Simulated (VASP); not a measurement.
# ZnSn (Pm-3m) in VASP: notebook

ZnSn is run at these levels: PBE; tasks: single point, relaxation of cell and atoms.

All numbers are computed with VASP 6.6.1; they aren't measurements. Logs are shortened: lines on timing, memory, paths and dates and some standing lists are left out, and cuts for length are marked.

## 1. The cell of the first run

The structure is cubic, space group Pm-3m (No. 221). The conventional cell has a = 3.539 Å, b = 3.539 Å, c = 3.539 Å, α = 90.00°, β = 90.00°, γ = 90.00°. Within 4.0 Å of Zn (site symmetry m-3m) lie 8 Sn at 3.07 Å and 6 Zn at 3.54 Å. Sn (site symmetry m-3m) has 8 Zn at 3.07 Å and 6 Sn at 3.54 Å within 4.0 Å.

## 2. Single point, PBE

INCAR

```
SYSTEM = ZnSn
  ALGO = Normal
  EDIFF = 1E-6
  ENCUT = 520
  GGA = PE
  ISIF = 2
  ISMEAR = 0
  LASPH = .True.
  LCHARG = .False.
  LREAL = .False.
  LWAVE = .False.
  NBANDS = 20
  NELM = 100
  PREC = Accurate
  SIGMA = 0.1
```

KPOINTS

```
k-points
0
Gamma
  16 16 16
  0 0 0
```

POSCAR

```
ZnSn
1.0
    3.5393772297      0.0000000000      0.0000000000
    0.0000000000      3.5393772297      0.0000000000
    0.0000000000      0.0000000000      3.5393772297
Zn Sn
1 1
Direct
    0.0000000000      0.0000000000      0.0000000000
    0.5000000000      0.5000000000      0.5000000000
```

Potentials or basis: VASP PAW PBE potentials, release 64 (Zn, Sn_d).

Started as:

```sh
cat potpaw_PBE.64/Zn/POTCAR potpaw_PBE.64/Sn_d/POTCAR > POTCAR
mpirun -np 1 vasp_std > vasp.out
```

OUTCAR:

```text
SYSTEM = ZnSn
   EDIFF = 1E-6
   ENCUT = 520
   GGA = PE
   ISIF = 2
   ISMEAR = 0
   LASPH = .True.
   LREAL = .False.
   NELM = 100
   PREC = Accurate

 ion  position               nearest neighbor table
   1  0.000  0.000  0.000-   2 3.07   2 3.07   2 3.07   2 3.07   2 3.07   2 3.07   2 3.07   2 3.07

   2  0.500  0.500  0.500-   1 3.07   1 3.07   1 3.07   1 3.07   1 3.07   1 3.07   1 3.07   1 3.07

  LATTYP: Found a simple cubic cell.
 ALAT       =     3.5393772297

  Lattice vectors:

 A1 = (   3.5393772297,   0.0000000000,   0.0000000000)
 A2 = (   0.0000000000,   3.5393772297,   0.0000000000)
 A3 = (   0.0000000000,   0.0000000000,   3.5393772297)

Analysis of symmetry for initial positions (statically):
=====================================================================
 Subroutine PRICEL returns:
 Original cell was already a primitive cell.

 Routine SETGRP: Setting up the symmetry group for a
 simple cubic supercell.

 Subroutine GETGRP returns: Found 48 space group operations
 (whereof 48 operations were pure point group operations)
 out of a pool of 48 trial point group operations.

The static configuration has the point symmetry O_h .

Analysis of symmetry for dynamics (positions and initial velocities):
=====================================================================
 Subroutine PRICEL returns:
 Original cell was already a primitive cell.

 Routine SETGRP: Setting up the symmetry group for a
 simple cubic supercell.

 Subroutine GETGRP returns: Found 48 space group operations
 (whereof 48 operations were pure point group operations)
 out of a pool of 48 trial point group operations.

The dynamic configuration has the point symmetry O_h .

 Subroutine INISYM returns: Found 48 space group operations
 (whereof 48 operations are pure point group operations),
 and found     1 'primitive' translations

----------------------------------------------------------------------------------------

                                     Primitive cell

  volume of cell :      44.3385

  direct lattice vectors                    reciprocal lattice vectors
     3.539377230  0.000000000  0.000000000     0.282535580  0.000000000  0.000000000
     0.000000000  3.539377230  0.000000000     0.000000000  0.282535580  0.000000000
[... 75 lines left out ...]
 SYSTEM =  ZnSn
   PREC   = accura    normal or accurate (medium, high low for compatibility)
   ISTART =      0    job   : 0-new  1-cont  2-samecut
   ICHARG =      2    charge: 1-file 2-atom 10-const
   ISPIN  =      1    spin polarized calculation?
   LNONCOLLINEAR =      F non collinear calculations
   LSORBIT =      F    spin-orbit coupling
   LASPH  =      T    aspherical Exc in radial PAW
   ENCUT  =  520.0 eV  38.22 Ry    6.18 a.u.   6.58  6.58  6.58*2*pi/ulx,y,z
   NELM   =    100;   NELMIN=  2; NELMDL= -5     # of ELM steps
   EDIFF  = 0.1E-05   stopping-criterion for ELM
   LREAL  =      F    real-space projection
   EDIFFG = 0.1E-04   stopping-criterion for IOM
   NSW    =      0    number of steps for IOM
   IBRION =     -1    ionic relax: 0-MD 1-quasi-New 2-CG
   NFREE  =      0    steps in history (QN), initial steepest desc. (CG)
   ISIF   =      2    stress and relaxation
   ISYM   =      2    0-nonsym 1-usesym 2-fastsym
   POTIM  = 0.5000    time-step for ionic-motion
   TEBEG  =    0.0;   TEEND  =   0.0 temperature during run
   PSTRESS=    0.0 pullay stress
   NELECT =      26.0000    total number of electrons
   NUPDOWN=      -1.0000    fix difference up-down
   EMIN   =  10.00;   EMAX   =-10.00  energy-range for DOS
   EFERMI =   0.00;   METHOD = LEGACY
   ISMEAR =     0;   SIGMA  =   0.10  broadening in eV -4-tet -1-fermi 0-gaus
   EFERMI_NEDOS =   21; number of points for ismear=-14 and -15
   IALGO  =     38    algorithm
   IMIX   =      4    mixing-type and parameters
     AMIX     =   0.40;   BMIX     =  1.00
     AMIX_MAG =   1.60;   BMIX_MAG =  1.00
  volume/ion in A,a.u.               =      22.17       149.61
  Fermi-wavevector in a.u.,A,eV,Ry     =   1.370269  2.589433 25.546796  1.877637
  Thomas-Fermi vector in A             =   2.496070
   LORBIT       =      0    0 simple, 1 ext, 2 COOP (PROOUT), +10 PAW based schemes
   GGA     = PE    functional components
   LHFCALC =     F    Hartree Fock is set to
   AEXX    =    0.0000 exact exchange contribution
   IVDW    =     0    specifies the selected vdW correction
   LEPSILON=     F    determine dielectric tensor
   LRPA    =     F    only Hartree local field effects (RPA)
 non-spin polarized calculation
 Gauss-broadening in eV      SIGMA  =   0.10
  energy-cutoff  :      520.00
  volume of cell :       44.34
 maximum number of plane-waves:      1222
 NGX is ok and might be reduce to    28
   NGX = 13   NGY = 13   NGZ = 13

 number of electron      26.0000032 magnetization

 Free energy of the ion-electron system (eV)
  ---------------------------------------------------
  ext. energy  EPLUGINS =         0.00000000
  ---------------------------------------------------
  free energy    TOTEN  =        -4.66678615 eV

  energy without entropy =       -4.66120162  energy(sigma->0) =       -4.66399389

 E-fermi :   5.8489     XC(G=0): -10.5915

 val. band max:        5.7998638181   @ k =   0.1250   0.1250   0.0000
 cond. band min:       5.8533240384   @ k =   0.3750   0.2500   0.2500
 fundamental gap:      0.0534602202
 Fermi energy:         5.8489096925

 k-point     1 :       0.0000    0.0000    0.0000
  band No.  band energies     occupation
      1     -15.6883      2.00000
      2     -15.6883      2.00000
      3     -15.5950      2.00000
      4     -15.5950      2.00000
      5     -15.5950      2.00000
      6      -4.7372      2.00000
[... 541 lines left out ...]
     19      14.9359      0.00000
     20      15.7707      0.00000

 [... further k-points ...]
[... 5 lines left out ...]
  --------------------------------------------------------------------------------------
  -------------------------------------------------------------------------------------
  Total        0.0109853      0.0109853      0.0109853     -0.0000000     -0.0000000      0.0000000
  in kB        0.3969541      0.3969541      0.3969541     -0.0000000     -0.0000000      0.0000000
  external PRESSURE =       0.3969541 kB  Pullay stress =       0.0000000 kB

 VOLUME and BASIS-vectors are now :
 -----------------------------------------------------------------------------
  energy-cutoff  :      520.00
  volume of cell :       44.34
      direct lattice vectors                 reciprocal lattice vectors
     3.539377230  0.000000000  0.000000000     0.282535580  0.000000000  0.000000000
     0.000000000  3.539377230  0.000000000     0.000000000  0.282535580  0.000000000
     0.000000000  0.000000000  3.539377230     0.000000000  0.000000000  0.282535580

 POSITION                                       TOTAL-FORCE (eV/Angst)
 -----------------------------------------------------------------------------------
      0.00000      0.00000      0.00000         0.000000      0.000000      0.000000
      1.76969      1.76969      1.76969         0.000000      0.000000      0.000000
 -----------------------------------------------------------------------------------
    total drift:                                0.000000      0.000000      0.000000

  FREE ENERGIE OF THE ION-ELECTRON SYSTEM (eV)
  ---------------------------------------------------
  free  energy   TOTEN  =        -4.6667861476 eV

  energy  without entropy=       -4.6612016229  energy(sigma->0) =       -4.66399389
```

stdout:

```text
POSCAR found type information on POSCAR ZnSn
 POSCAR found :  2 types and       2 ions
 scaLAPACK will be used
 LDA part: xc-table for (Slater+PW92), standard interpolation
 POSCAR, INCAR and KPOINTS ok, starting setup
 FFT: planning ... GRIDC
 FFT: planning ... GRID_SOFT
 FFT: planning ... GRID
 WAVECAR not read
 entering main loop
```

It took 65 s on 1 thread of Intel Xeon Platinum 8124M at 3.00GHz (Skylake/Cascade Lake), shared host; peak memory 0.27 GiB.

Results:

| Quantity | Value |
| --- | --- |
| Free energy | -4.6668 eV |
| Pressure | 0.0 GPa |
| Band gap on the k mesh | zero (band 13 reaches 9.88 eV, above the bottom of band 14 at 3.27 eV) |

Caveat: spin-orbit coupling is left out, which moves the levels of the heavy elements.

## 3. Relaxation of cell and atoms, PBE

This run uses another cell than the first one, of 21.67 Å³/atom, 0.978 times its volume.

INCAR

```
SYSTEM = ZnSn
PREC = Accurate
ENCUT = 600
EDIFF = 1E-7
ISMEAR = 0
SIGMA = 0.1
LREAL = .False.
LASPH = .True.
NELM = 100
ALGO = Normal
ISIF = 3
LWAVE = .False.
LCHARG = .False.
GGA = PE
IBRION = 2
NSW = 100
EDIFFG = -0.01
```

KPOINTS

```
regular mesh
0
Gamma
  16 16 16
  0 0 0
```

POSCAR

```
ZnSn
1.0
    3.5126351800      0.0000000000      0.0000000000
    0.0000000000      3.5126351800      0.0000000000
    0.0000000000      0.0000000000      3.5126351800
Zn Sn
1 1
Direct
    0.0000000000      0.0000000000      0.0000000000
    0.5000000000      0.5000000000      0.5000000000
```

Potentials or basis: VASP PAW PBE potentials, release 64 (Zn, Sn_d).

Started as:

```sh
cat potpaw_PBE.64/Zn/POTCAR potpaw_PBE.64/Sn_d/POTCAR > POTCAR
mpirun -np 1 vasp_std > vasp.out
```

It took 2 min on 1 thread of Intel Xeon Platinum 8124M at 3.00GHz (Skylake/Cascade Lake), shared host; peak memory 0.29 GiB.

The run converged. Its results:

```
Free energy                            : -4.6664 eV
Relaxed volume                         : 22.19 Å³/atom
Relaxed cell                           : a = 3.541 Å, b = 3.541 Å, c = 3.541 Å, α = 90.00°, β = 90.00°, γ = 90.00°
Space group after relaxing (to 0.05 Å) : Pm-3m (No. 221)
Energy gained by relaxing              : 1.9 meV/atom
Ionic steps                            : 2
Pressure after relaxing                : 0.0 GPa
Band gap on the k mesh                 : zero (band 13 reaches 9.87 eV, above the bottom of band 14 at 3.26 eV)
```

Step by step:
| step | energy change (eV) | largest force (eV/Å) | pressure (GPa) | volume (Å³) |
| --- | --- | --- | --- | --- |
| 1 | 0.0000 | 0.0000 | 1.22 | 43.34 |
| 2 | -0.0037 | 0.0000 | -0.04 | 44.38 |

Final structure:
```cif
data_structure
_symmetry_space_group_name_H-M 'P 1'
_symmetry_Int_Tables_number 1
_cell_length_a 3.5406
_cell_length_b 3.5406
_cell_length_c 3.5406
_cell_angle_alpha 90.000
_cell_angle_beta 90.000
_cell_angle_gamma 90.000
_cell_volume 44.38
loop_
_atom_site_label
_atom_site_type_symbol
_atom_site_fract_x
_atom_site_fract_y
_atom_site_fract_z
_atom_site_occupancy
Zn1 Zn 0.00000 0.00000 0.00000 1
Sn1 Sn 0.50000 0.50000 0.50000 1
```

Levels at points of the mesh, in eV from the Fermi level:
```tsv
k point	band 9	band 10	band 11	band 12	band 13	band 14	band 15	band 16	band 17
(0.00, 0.00, 0.00)	-7.04	-7.04	-7.04	1.28	1.28	1.28	1.60	5.52	5.52
(0.50, 0.00, 0.00)	-7.15	-7.15	-7.04	-6.01	4.03	4.03	5.37	5.51	5.81
(0.50, 0.50, 0.00)	-7.10	-6.95	-5.18	-3.61	-3.61	-2.57	5.36	7.56	8.21
(0.50, 0.50, 0.50)	-6.94	-6.94	-4.17	-0.64	-0.64	-0.64	-0.36	0.82	0.82
```

Caveat: spin-orbit coupling is left out, which moves the levels of the heavy elements.

## 4. Single point, PBE

This run uses another cell than the first one, of 21.67 Å³/atom, 0.978 times its volume.

INCAR

```
SYSTEM = ZnSn
PREC = Accurate
ENCUT = 520
EDIFF = 1E-6
ISMEAR = 0
SIGMA = 0.1
LREAL = .FALSE.
LASPH = .TRUE.
NELM = 100
ALGO = Normal
ISIF = 2
LWAVE = .FALSE.
LCHARG = .FALSE.
GGA = PE
NBANDS = 20
```

KPOINTS

```
Automatic mesh
0
G
  6 6 6
  0 0 0
```

POSCAR is that of step 3.

Started as:

```sh
cat potpaw_PBE.64/Zn/POTCAR potpaw_PBE.64/Sn_d/POTCAR > POTCAR
mpirun -np 1 vasp_std > vasp.out
```

It took 11 s on 1 thread of Intel Xeon Platinum 8124M at 3.00GHz (Skylake/Cascade Lake), shared host; peak memory 0.16 GiB.

The run converged. Its results:

```yaml
Free_energy: -4.6094 eV
Pressure: 1.0 GPa
Band_gap_on_the_k_mesh: zero (band 13 reaches 10.18 eV, above the bottom of band 14 at 3.50 eV)
```

Levels at points of the mesh, in eV from the Fermi level:
| k point | band 11 | band 12 | band 13 | band 14 | band 15 | band 16 |
| --- | --- | --- | --- | --- | --- | --- |
| (0.00, 0.00, 0.00) | -6.99 | 1.34 | 1.34 | 1.34 | 1.85 | 5.61 |
| (0.50, 0.00, 0.00) | -6.99 | -6.02 | 4.17 | 4.17 | 5.59 | 5.73 |
| (0.50, 0.50, 0.00) | -5.10 | -3.66 | -3.66 | -2.52 | 5.54 | 7.74 |
| (0.50, 0.50, 0.50) | -4.07 | -0.61 | -0.61 | -0.61 | -0.23 | 0.85 |

Caveat: spin-orbit coupling is left out, which moves the levels of the heavy elements.

## 5. Summary

```csv
task,cell,k mesh,cutoff (eV),gap on the mesh (eV),pressure (GPa)
single point,"a = 3.539 Å, 2 atoms",16 × 16 × 16,520,none,0.0
relaxation of cell and atoms,"relaxed from a = 3.513 Å, 2 atoms",16 × 16 × 16,600,none,0.0
single point,"a = 3.513 Å, 2 atoms",6 × 6 × 6,520,none,1.0
```

Alike in all rows: level PBE; potentials or basis VASP PAW PBE potentials, release 64 (Zn, Sn_d); no spin polarisation; smearing gaussian 0.1 eV.

Caveats: spin-orbit coupling is left out, which moves the levels of the heavy elements.

Absolute energies hang on the potentials; compare differences alone.
